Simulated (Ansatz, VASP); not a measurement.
# Two plane-wave programs on BaS

```
Ba S
1.0
     4.54600    0.00000    0.00000
    -2.27300    3.93695    0.00000
     0.00000    0.00000   14.84717
Ba S
4 4
Direct
  0.00000 0.00000 0.00000
  0.33333 0.66667 0.25000
  0.00000 0.00000 0.50000
  0.66667 0.33333 0.75000
  0.66667 0.33333 0.12500
  0.66667 0.33333 0.37500
  0.33333 0.66667 0.62500
  0.33333 0.66667 0.87500
```

Alike in both runs: task relaxation of cell and atoms; functional PBE; k mesh 9 × 9 × 3; occupations gaussian, width 0.02 eV; no spin polarisation.

|  | VASP | Ansatz |
| --- | --- | --- |
| version | VASP 6.6.1 | Ansatz 0.2.0 |
| potentials or method | VASP PAW PBE potentials, release 64 (Ba_sv, S), cutoff 600 eV | scalar-relativistic, plane waves, PAW |
| valence electrons in the cell | 64 | 64 |

Ansatz gave:

```
gap on the k mesh at the Fermi level, each at its own relaxed structure (eV) : 2.14
relaxed volume (Å³/atom)                                                     : 32.99
```

Q: Which values does VASP return?

A: gap on the k mesh at the Fermi level, each at its own relaxed structure (eV): 2.08; relaxed volume (Å³/atom): 33.44.

Spin-orbit coupling is off throughout.
